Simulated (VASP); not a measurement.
# CdTe (F-43m) in VASP: single point with PBE

Aim: the single point of CdTe with PBE.

Program: VASP 6.6.1. These are calculated values, not measurements. Logs are shortened: lines on timing, memory, paths and dates and some standing lists are left out, and cuts for length are marked.

## (1) The cell of the first run

Symmetry: F-43m, No. 216, cubic system. Conventional cell: a = 6.628 Å, b = 6.628 Å, c = 6.628 Å, α = 90.00°, β = 90.00°, γ = 90.00°. Within 3.8 Å of Cd (site symmetry -43m) lie 4 Te at 2.87 Å. Within 3.8 Å of Te (site symmetry -43m) lie 4 Cd at 2.87 Å.

## (2) Single point, PBE (volume scaled by 1.000 of the coarse rest volume)

Contents of INCAR:

```
ALGO = Normal ; EDIFF = 1E-6
ENCUT = 520 ; GGA = PE
ISIF = 2 ; ISMEAR = 0
LASPH = T ; LCHARG = T
LELF = T ; LREAL = F
LVHAR = T ; LWAVE = F
NBANDS = 16 ; NELM = 80
PREC = Accurate ; SIGMA = 0.02
```

Contents of KPOINTS:

```
k-points
0
Gamma
  8 8 8
```

Contents of POSCAR:

```
CdTe
1.0
    0.0000000000      3.3138000000      3.3138000000
    3.3138000000      0.0000000000      3.3138000000
    3.3138000000      3.3138000000      0.0000000000
Cd Te
1 1
Direct
    0.0000000000      0.0000000000      0.0000000000
    0.2500000000      0.2500000000      0.2500000000
```

Potentials or basis: VASP PAW PBE potentials, release 64 (Cd, Te).

On the command line:

```
$ cat potpaw_PBE.64/Cd/POTCAR potpaw_PBE.64/Te/POTCAR > POTCAR
$ mpirun -np 1 vasp_std > vasp.out
```

OUTCAR:

```text
EDIFF = 1E-6
   ENCUT = 520
   GGA = PE
   ISIF = 2
   ISMEAR = 0
   LASPH = T
   LREAL = F
   NELM = 80
   PREC = Accurate

 ion  position               nearest neighbor table
   1  0.000  0.000  0.000-   2 2.87   2 2.87   2 2.87   2 2.87
   2  0.250  0.250  0.250-   1 2.87   1 2.87   1 2.87   1 2.87

  LATTYP: Found a face centered cubic cell.
 ALAT       =     6.6276000000

  Lattice vectors:

 A1 = (   0.0000000000,   3.3138000000,   3.3138000000)
 A2 = (   3.3138000000,   0.0000000000,   3.3138000000)
 A3 = (   3.3138000000,   3.3138000000,   0.0000000000)

Analysis of symmetry for initial positions (statically):
=====================================================================
 Subroutine PRICEL returns:
 Original cell was already a primitive cell.

 Routine SETGRP: Setting up the symmetry group for a
 face centered cubic supercell.

 Subroutine GETGRP returns: Found 24 space group operations
 (whereof 24 operations were pure point group operations)
 out of a pool of 48 trial point group operations.

The static configuration has the point symmetry T_d .

Analysis of symmetry for dynamics (positions and initial velocities):
=====================================================================
 Subroutine PRICEL returns:
 Original cell was already a primitive cell.

 Routine SETGRP: Setting up the symmetry group for a
 face centered cubic supercell.

 Subroutine GETGRP returns: Found 24 space group operations
 (whereof 24 operations were pure point group operations)
 out of a pool of 48 trial point group operations.

The dynamic configuration has the point symmetry T_d .

 Subroutine INISYM returns: Found 24 space group operations
 (whereof 24 operations are pure point group operations),
 and found     1 'primitive' translations

----------------------------------------------------------------------------------------

                                     Primitive cell

  volume of cell :      72.7795

  direct lattice vectors                    reciprocal lattice vectors
     0.000000000  3.313800000  3.313800000    -0.150884181  0.150884181  0.150884181
     3.313800000  0.000000000  3.313800000     0.150884181 -0.150884181  0.150884181
     3.313800000  3.313800000  0.000000000     0.150884181  0.150884181 -0.150884181

  length of vectors
     4.686420903  4.686420903  4.686420903     0.261339068  0.261339068  0.261339068

  position of ions in fractional coordinates (direct lattice)
     0.000000000  0.000000000  0.000000000
     0.250000000  0.250000000  0.250000000

  ion indices of the primitive-cell ions
   primitive index   ion index
                 1           1
                 2           2

----------------------------------------------------------------------------------------

 KPOINTS: k-points

Automatic generation of k-mesh.
 Grid dimensions read from file:
 generate k-points for:    8    8    8

 Generating k-lattice:

  Cartesian coordinates                     Fractional coordinates (reciprocal lattice)
    -0.018860523  0.018860523  0.018860523     0.125000000  0.000000000  0.000000000
     0.018860523 -0.018860523  0.018860523     0.000000000  0.125000000  0.000000000
     0.018860523  0.018860523 -0.018860523     0.000000000  0.000000000  0.125000000

  Length of vectors
     0.032667384  0.032667384  0.032667384

  Shift w.r.t. Gamma in fractional coordinates (k-lattice)
     0.000000000  0.000000000  0.000000000

 Subroutine IBZKPT returns following result:
 ===========================================

 Found     29 irreducible k-points:

 Following reciprocal coordinates:
            Coordinates               Weight
  0.000000  0.000000  0.000000      1.000000
  0.125000  0.000000  0.000000      8.000000
  0.250000  0.000000  0.000000      8.000000
  0.375000  0.000000  0.000000      8.000000
  0.500000  0.000000  0.000000      4.000000
  0.125000  0.125000  0.000000      6.000000
[... 16 lines left out ...]
  0.500000  0.250000  0.125000     48.000000
 -0.375000  0.250000  0.125000     24.000000
 [... further k-points ...]
   k-points           NKPTS =     29   k-points in BZ     NKDIM =     29   number of bands    NBANDS=     16
   number of dos      NEDOS =    301   number of ions     NIONS =      2
   total plane-waves  NPLWV =  46656
   dimension x,y,z NGX =    36 NGY =   36 NGZ =   36
   dimension x,y,z NGXF=    72 NGYF=   72 NGZF=   72
   ions per type =               1   1
   NGX,Y,Z   is equivalent  to a cutoff of  12.77, 12.77, 12.77 a.u.
   NGXF,Y,Z  is equivalent  to a cutoff of  25.54, 25.54, 25.54 a.u.
 SYSTEM =  unknown system
   PREC   = accura    normal or accurate (medium, high low for compatibility)
   ISTART =      0    job   : 0-new  1-cont  2-samecut
   ICHARG =      2    charge: 1-file 2-atom 10-const
   ISPIN  =      1    spin polarized calculation?
   LNONCOLLINEAR =      F non collinear calculations
   LSORBIT =      F    spin-orbit coupling
   LASPH  =      T    aspherical Exc in radial PAW
   ENCUT  =  520.0 eV  38.22 Ry    6.18 a.u.   8.71  8.71  8.71*2*pi/ulx,y,z
   NELM   =     80;   NELMIN=  2; NELMDL= -5     # of ELM steps
   EDIFF  = 0.1E-05   stopping-criterion for ELM
   LREAL  =      F    real-space projection
   EDIFFG = 0.1E-04   stopping-criterion for IOM
   NSW    =      0    number of steps for IOM
   IBRION =     -1    ionic relax: 0-MD 1-quasi-New 2-CG
   NFREE  =      0    steps in history (QN), initial steepest desc. (CG)
   ISIF   =      2    stress and relaxation
   ISYM   =      2    0-nonsym 1-usesym 2-fastsym
   POTIM  = 0.5000    time-step for ionic-motion
   TEBEG  =    0.0;   TEEND  =   0.0 temperature during run
   PSTRESS=    0.0 pullay stress
   NELECT =      18.0000    total number of electrons
   NUPDOWN=      -1.0000    fix difference up-down
   EMIN   =  10.00;   EMAX   =-10.00  energy-range for DOS
   EFERMI =   0.00;   METHOD = LEGACY
   ISMEAR =     0;   SIGMA  =   0.02  broadening in eV -4-tet -1-fermi 0-gaus
   EFERMI_NEDOS =   21; number of points for ismear=-14 and -15
   IALGO  =     38    algorithm
   IMIX   =      4    mixing-type and parameters
     AMIX     =   0.40;   BMIX     =  1.00
     AMIX_MAG =   1.60;   BMIX_MAG =  1.00
  volume/ion in A,a.u.               =      36.39       245.57
  Fermi-wavevector in a.u.,A,eV,Ry     =   1.027612  1.941906 14.367581  1.055987
  Thomas-Fermi vector in A             =   2.161566
   LORBIT       =      0    0 simple, 1 ext, 2 COOP (PROOUT), +10 PAW based schemes
   GGA     = PE    functional components
   LHFCALC =     F    Hartree Fock is set to
   AEXX    =    0.0000 exact exchange contribution
   IVDW    =     0    specifies the selected vdW correction
   LEPSILON=     F    determine dielectric tensor
   LRPA    =     F    only Hartree local field effects (RPA)
 non-spin polarized calculation
 Gauss-broadening in eV      SIGMA  =   0.02
  energy-cutoff  :      520.00
  volume of cell :       72.78
 maximum number of plane-waves:      1972
   NGX = 17   NGY = 17   NGZ = 17

 number of electron      18.0000005 magnetization

 Free energy of the ion-electron system (eV)
  ---------------------------------------------------
  ext. energy  EPLUGINS =         0.00000000
  ---------------------------------------------------
  free energy    TOTEN  =        -4.81210837 eV

  energy without entropy =       -4.81210837  energy(sigma->0) =       -4.81210837

 E-fermi :   1.8640     XC(G=0):  -8.2907

 val. band max:        1.7614668557   @ k =   0.0000   0.0000   0.0000
 cond. band min:       2.3318037087   @ k =   0.0000   0.0000   0.0000
 fundamental gap:      0.5703368530
 Fermi energy:         1.8640252879

 k-point     1 :       0.0000    0.0000    0.0000
  band No.  band energies     occupation
      1      -9.0510      2.00000
      2      -6.3160      2.00000
      3      -6.3159      2.00000
      4      -6.3159      2.00000
      5      -6.1020      2.00000
      6      -6.1020      2.00000
[... 8 lines left out ...]
     15      11.0006      0.00000
     16      11.0006      0.00000

 k-point     2 :       0.1250    0.0000    0.0000
  band No.  band energies     occupation
      1      -9.0014      2.00000
      2      -6.3069      2.00000
      3      -6.3069      2.00000
      4      -6.2737      2.00000
      5      -6.1026      2.00000
      6      -6.1026      2.00000
[... 8 lines left out ...]
     15      10.3629      0.00000
     16      10.3629      0.00000

 k-point     3 :       0.2500    0.0000    0.0000
  band No.  band energies     occupation
      1      -8.8814      2.00000
      2      -6.2867      2.00000
      3      -6.2867      2.00000
      4      -6.1374      2.00000
      5      -6.1020      2.00000
      6      -6.1020      2.00000
[... 8 lines left out ...]
     15      10.1632      0.00000
     16      10.1632      0.00000

 k-point     4 :       0.3750    0.0000    0.0000
  band No.  band energies     occupation
      1      -8.7629      2.00000
      2      -6.2698      2.00000
      3      -6.2698      2.00000
      4      -6.0977      2.00000
      5      -6.0977      2.00000
      6      -5.9260      2.00000
[... 8 lines left out ...]
     15      10.9036      0.00000
     16      10.9036      0.00000

 k-point     5 :       0.5000    0.0000    0.0000
  band No.  band energies     occupation
      1      -8.7148      2.00000
      2      -6.2640      2.00000
      3      -6.2640      2.00000
      4      -6.0945      2.00000
      5      -6.0945      2.00000
      6      -5.8013      2.00000
[... 8 lines left out ...]
     15      11.9047      0.00000
     16      11.9047      0.00000

 k-point     6 :       0.1250    0.1250    0.0000
  band No.  band energies     occupation
      1      -8.9849      2.00000
      2      -6.2981      2.00000
      3      -6.2981      2.00000
      4      -6.2717      2.00000
      5      -6.1069      2.00000
      6      -6.0983      2.00000
[... 8 lines left out ...]
     15      10.1886      0.00000
     16      11.1354      0.00000
[... 267 lines left out ...]
 k-point    21 :       0.5000    0.5000    0.0000
  band No.  band energies     occupation
      1      -8.6124      2.00000
      2      -6.1834      2.00000
      3      -6.1834      2.00000
      4      -6.1804      2.00000
      5      -6.0766      2.00000
      6      -5.6836      2.00000
[... 8 lines left out ...]
     15      12.4532      0.00000
     16      13.0991      0.00000

 k-point    22 :       0.3750    0.2500    0.1250
  band No.  band energies     occupation
      1      -8.7939      2.00000
      2      -6.2635      2.00000
      3      -6.2538      2.00000
      4      -6.1356      2.00000
      5      -6.0935      2.00000
      6      -6.0157      2.00000
[... 8 lines left out ...]
     15      11.4086      0.00000
     16      11.9987      0.00000

 k-point    23 :       0.5000    0.2500    0.1250
  band No.  band energies     occupation
      1      -8.7013      2.00000
      2      -6.2474      2.00000
      3      -6.2391      2.00000
      4      -6.1226      2.00000
      5      -6.0935      2.00000
      6      -5.8284      2.00000
[... 8 lines left out ...]
     15      11.5639      0.00000
     16      12.3179      0.00000

 k-point    24 :      -0.3750    0.2500    0.1250
  band No.  band energies     occupation
      1      -8.6640      2.00000
      2      -6.2430      2.00000
      3      -6.2333      2.00000
      4      -6.1136      2.00000
      5      -6.0969      2.00000
      6      -5.7215      2.00000
[... 8 lines left out ...]
     15      11.7624      0.00000
     16      12.1911      0.00000

 [... further k-points ...]
[... 5 lines left out ...]
  --------------------------------------------------------------------------------------
  -------------------------------------------------------------------------------------
  Total       -0.0154824     -0.0154824     -0.0154824     -0.0000000      0.0000000      0.0000000
  in kB       -0.3408313     -0.3408313     -0.3408313     -0.0000000      0.0000000      0.0000000
  external PRESSURE =      -0.3408313 kB  Pullay stress =       0.0000000 kB

 VOLUME and BASIS-vectors are now :
 -----------------------------------------------------------------------------
  energy-cutoff  :      520.00
  volume of cell :       72.78
      direct lattice vectors                 reciprocal lattice vectors
     0.000000000  3.313800000  3.313800000    -0.150884181  0.150884181  0.150884181
     3.313800000  0.000000000  3.313800000     0.150884181 -0.150884181  0.150884181
     3.313800000  3.313800000  0.000000000     0.150884181  0.150884181 -0.150884181

 POSITION                                       TOTAL-FORCE (eV/Angst)
 -----------------------------------------------------------------------------------
      0.00000      0.00000      0.00000         0.000000      0.000000      0.000000
      1.65690      1.65690      1.65690        -0.000000     -0.000000     -0.000000
 -----------------------------------------------------------------------------------
    total drift:                               -0.000000     -0.000000     -0.000001

  FREE ENERGIE OF THE ION-ELECTRON SYSTEM (eV)
  ---------------------------------------------------
  free  energy   TOTEN  =        -4.8121083670 eV

  energy  without entropy=       -4.8121083670  energy(sigma->0) =       -4.81210837
```

Run time: 16 s. Hardware: 1 thread of Intel Xeon Platinum 8559C (Emerald Rapids), shared host; peak memory 0.21 GiB.

Results:

```
Free energy            : -4.8121 eV
Pressure               : 0.0 GPa
Band gap on the k mesh : 0.57 eV, direct
```

Levels at points of the mesh, in eV from the valence-band top:
```
           k point  band 6  band 7  band 8  band 9  band 10  band 11  band 12  band 13
(0.00, 0.00, 0.00)   -7.86    0.00    0.00    0.00     0.57     4.64     4.64     4.64
(0.50, 0.00, 0.00)   -7.56   -4.06   -0.68   -0.68     1.75     5.21     5.21     7.00
(0.50, 0.50, 0.00)   -7.45   -3.99   -1.65   -1.65     2.67     2.75     8.49     8.79
```

Caveat: spin-orbit coupling is left out, which moves the levels of the heavy elements.
